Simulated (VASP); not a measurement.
# BN in VASP: further runs, part 2 of 2

VASP 6.6.1. Earlier steps stand in the parts before.

## 3. Single point, PBE+D3(BJ)

This run uses another cell than the first one.

INCAR

```
ALGO = Normal ; DIPOL = 0.5 0.5 0.502
EDIFF = 1E-6 ; ENCUT = 520
GGA = PE ; IDIPOL = 3
ISIF = 2 ; ISMEAR = 0
IVDW = 12 ; LASPH = T
LCHARG = F ; LDIPOL = T
LREAL = Auto ; LWAVE = F
NBANDS = 96 ; NELM = 80
PREC = Accurate ; SIGMA = 0.05
```

KPOINTS

```
k-points
0
Gamma
  3 3 1
```

POSCAR

```
BN
1.0
    7.5193142762      0.0000000000      0.0000000000
   -3.7596571381      6.5119171822      0.0000000000
    0.0000000000      0.0000000000     19.3084240696
B N
18 18
Direct
    0.2222222222      0.1111111111      0.4143269265
    0.2222222222      0.4444444444      0.4143269265
    0.2222222222      0.7777777778      0.4143269265
    0.5555555556      0.1111111111      0.4143269265
    0.5555555556      0.4444444444      0.4143269265
    0.5555555556      0.7777777778      0.4143269265
    0.8888888889      0.1111111111      0.4143269265
    0.8888888889      0.4444444444      0.4143269265
    0.8888888889      0.7777777778      0.4143269265
    0.1111111111      0.2222222222      0.5891576236
    0.1111111111      0.5555555556      0.5891576236
    0.1111111111      0.8888888889      0.5891576236
    0.4444444444      0.2222222222      0.5891576236
    0.4444444444      0.5555555556      0.5891576236
    0.4444444444      0.8888888889      0.5891576236
    0.7777777778      0.2222222222      0.5891576236
    0.7777777778      0.5555555556      0.5891576236
    0.7777777778      0.8888888889      0.5891576236
    0.1111111111      0.2222222222      0.4143269265
    0.1111111111      0.5555555556      0.4143269265
    0.1111111111      0.8888888889      0.4143269265
    0.4444444444      0.2222222222      0.4143269265
    0.4444444444      0.5555555556      0.4143269265
    0.4444444444      0.8888888889      0.4143269265
    0.7777777778      0.2222222222      0.4143269265
    0.7777777778      0.5555555556      0.4143269265
    0.7777777778      0.8888888889      0.4143269265
    0.2222222222      0.1111111111      0.5892828334
    0.2222222222      0.4444444444      0.5892828334
    0.2222222222      0.7777777778      0.5892828334
    0.5555555556      0.1111111111      0.5892828334
    0.5555555556      0.4444444444      0.5892828334
    0.5555555556      0.7777777778      0.5892828334
    0.8888888889      0.1111111111      0.5892828334
    0.8888888889      0.4444444444      0.5892828334
    0.8888888889      0.7777777778      0.5892828334
```

Potentials or basis: VASP PAW PBE potentials, release 64 (B, N).

Command:

```
cat potpaw_PBE.64/B/POTCAR potpaw_PBE.64/N/POTCAR > POTCAR
mpirun -np 1 vasp_std > vasp.out
```

Run time: 17 min. Hardware: 1 thread of Intel Xeon 8259CL, shared host; peak memory 0.9 GiB.

Results (log left out):

| Quantity | Value |
| --- | --- |
| Free energy | -320.4346 eV |
| Largest force | 0.023 eV/Å |
| Band gap on the k mesh | 4.58 eV |
| Dispersion energy per atom | -0.105 eV |

Forces on the atoms (eV/Å):
```
B    0.000  0.000  0.023
B    0.000  0.000  0.023
B    0.000  0.000  0.023
B    0.000  0.000  0.023
B    0.000  0.000  0.023
B    0.000  0.000  0.023
B    0.000  0.000  0.023
B    0.000  0.000  0.023
B    0.000  0.000  0.023
B    0.000  0.000  0.012
B    0.000  0.000  0.012
B    0.000  0.000  0.012
B    0.000  0.000  0.012
B    0.000  0.000  0.012
B    0.000  0.000  0.012
B    0.000  0.000  0.012
B    0.000  0.000  0.012
B    0.000  0.000  0.012
N    0.000  0.000 -0.018
N    0.000  0.000 -0.018
N    0.000  0.000 -0.018
N    0.000  0.000 -0.018
N    0.000  0.000 -0.018
N    0.000  0.000 -0.018
N    0.000  0.000 -0.018
N    0.000  0.000 -0.018
N    0.000  0.000 -0.018
N    0.000  0.000 -0.017
N    0.000  0.000 -0.017
N    0.000  0.000 -0.017
N    0.000  0.000 -0.017
N    0.000  0.000 -0.017
N    0.000  0.000 -0.017
N    0.000  0.000 -0.017
N    0.000  0.000 -0.017
N    0.000  0.000 -0.017
```

Levels at points of the mesh, in eV from the valence-band top:
| k point | band 69 | band 70 | band 71 | band 72 | band 73 | band 74 | band 75 | band 76 |
| --- | --- | --- | --- | --- | --- | --- | --- | --- |
| (0.00, 0.00, 0.00) | -0.01 | -0.01 | 0.00 | 0.00 | 4.71 | 4.71 | 4.72 | 4.72 |

## 4. Single point, PBE+D3(BJ)

This run uses another cell than the first one.

INCAR

```
PREC     = Accurate       # precision mode
ENCUT    = 520            # plane-wave cutoff, eV
EDIFF    = 1E-6           # SCF threshold, eV
ISMEAR   = 0              # smearing method
SIGMA    = 0.05           # smearing width, eV
LREAL    = Auto         
LASPH    = T              # aspherical terms in the spheres
NELM     = 80             # most SCF steps
ALGO     = Normal         # electronic algorithm
ISIF     = 2              # what is computed and relaxed
LWAVE    = F              # write WAVECAR
LCHARG   = T              # write CHGCAR
LDIPOL   = T            
IDIPOL   = 3            
DIPOL    = 0.5 0.5 0.406
GGA      = PE             # functional
IVDW     = 12             # dispersion correction
LELF     = T              # ELF
LVHAR    = T            
LVACPOTAV= T            
NBANDS   = 96             # bands
```

KPOINTS

```
regular mesh
0
Gamma
  3 3 1
```

POSCAR

```
BN
1.0
    7.5193142762      0.0000000000      0.0000000000
   -3.7596571381      6.5119171822      0.0000000000
    0.0000000000      0.0000000000     23.8320240696
B N
18 18
Direct
    0.2222222222      0.1111111111      0.3356827761
    0.2222222222      0.4444444444      0.3356827761
    0.2222222222      0.7777777778      0.3356827761
    0.5555555556      0.1111111111      0.3356827761
    0.5555555556      0.4444444444      0.3356827761
    0.5555555556      0.7777777778      0.3356827761
    0.8888888889      0.1111111111      0.3356827761
    0.8888888889      0.4444444444      0.3356827761
    0.8888888889      0.7777777778      0.3356827761
    0.1151415038      0.2285995309      0.4761778609
    0.1149957086      0.5615919747      0.4763234163
    0.1149373039      0.8949609490      0.4765802295
    0.4482667045      0.2285553324      0.4764440416
    0.4481644759      0.5616490304      0.4761267124
    0.4481655954      0.8948419410      0.4760137280
    0.7816256193      0.2284679458      0.4763663780
    0.7814372761      0.5615444795      0.4765257383
    0.7814854612      0.8949014776      0.4759474622
    0.1111111111      0.2222222222      0.3356827761
    0.1111111111      0.5555555556      0.3356827761
    0.1111111111      0.8888888889      0.3356827761
    0.4444444444      0.2222222222      0.3356827761
    0.4444444444      0.5555555556      0.3356827761
    0.4444444444      0.8888888889      0.3356827761
    0.7777777778      0.2222222222      0.3356827761
    0.7777777778      0.5555555556      0.3356827761
    0.7777777778      0.8888888889      0.3356827761
    0.2260061559      0.1171948720      0.4766507253
    0.2259638439      0.4504921722      0.4757373991
    0.2260483442      0.7838897718      0.4764272218
    0.5593336262      0.1172112451      0.4765982222
    0.5593324513      0.4505527817      0.4762055870
    0.5594301505      0.7840035048      0.4756700726
    0.8926876865      0.1172419903      0.4763479889
    0.8927023011      0.4505778612      0.4766378959
    0.8926544862      0.7839027495      0.4766306038
```

Command:

```
cat potpaw_PBE.64/B/POTCAR potpaw_PBE.64/N/POTCAR > POTCAR
mpirun -np 1 vasp_std > vasp.out
```

Run time: 26 min. Hardware: 1 thread of Intel Xeon Platinum 8259CL at 2.50GHz (Skylake/Cascade Lake), shared host; peak memory 1.2 GiB.

Results (log left out):

| Property | Result |
| --- | --- |
| Free energy | -320.4291 eV |
| Largest force | 0.126 eV/Å |
| Band gap on the k mesh | 4.54 eV |
| Dispersion energy per atom | -0.106 eV |

Forces on the atoms (eV/Å):
```
B   -0.002  0.000  0.020
B    0.001  0.003  0.023
B    0.001 -0.002  0.021
B   -0.001  0.000  0.021
B   -0.002  0.002  0.022
B   -0.002 -0.003  0.023
B    0.002  0.000  0.021
B    0.001  0.002  0.021
B    0.001  0.001  0.020
B   -0.043 -0.118  0.007
B   -0.059  0.025 -0.048
B   -0.027  0.008  0.002
B    0.034 -0.092  0.000
B    0.024  0.029 -0.119
B   -0.004  0.074  0.041
B    0.004 -0.056  0.022
B    0.032  0.053 -0.026
B    0.028  0.060  0.071
N    0.000  0.000 -0.024
N   -0.001  0.001 -0.024
N    0.000  0.002 -0.022
N    0.001  0.001 -0.022
N    0.001  0.001 -0.027
N   -0.001  0.003 -0.023
N   -0.001  0.001 -0.022
N    0.001  0.001 -0.022
N    0.001  0.002 -0.023
N    0.001  0.031 -0.025
N    0.029  0.051  0.099
N    0.001 -0.038  0.002
N   -0.017  0.011 -0.046
N   -0.029  0.027  0.060
N   -0.017 -0.077  0.049
N    0.021  0.015 -0.041
N    0.006  0.016  0.000
N    0.013 -0.034 -0.030
```

Levels at points of the mesh, in eV from the valence-band top:
```tsv
k point	band 68	band 69	band 70	band 71	band 72	band 73	band 74	band 75	band 76	band 77
(0.00, 0.00, 0.00)	-1.31	-0.02	-0.02	0.00	0.00	4.70	4.70	4.74	4.74	4.82
```

## 5. Overview

```tsv
cell	gap on the mesh (eV)	largest force (eV/Å)
a = 7.519, b = 7.519, c = 22.875 Å, angles 90.0, 90.0, 120.0°, 36 atoms, atomic positions A	4.56	0.29
a = 7.519, b = 7.519, c = 19.308 Å, angles 90.0, 90.0, 120.0°, 36 atoms, atomic positions B	4.58	0.02
a = 7.519, b = 7.519, c = 23.832 Å, angles 90.0, 90.0, 120.0°, 36 atoms, atomic positions C	4.54	0.13
```

Alike in all rows: task single point; level PBE+D3(BJ); potentials or basis VASP PAW PBE potentials, release 64 (B, N); no spin polarisation; k mesh 3 × 3 × 1; cutoff (eV) 520; smearing gaussian 0.05 eV.

Absolute energies hang on the potentials; compare differences alone.
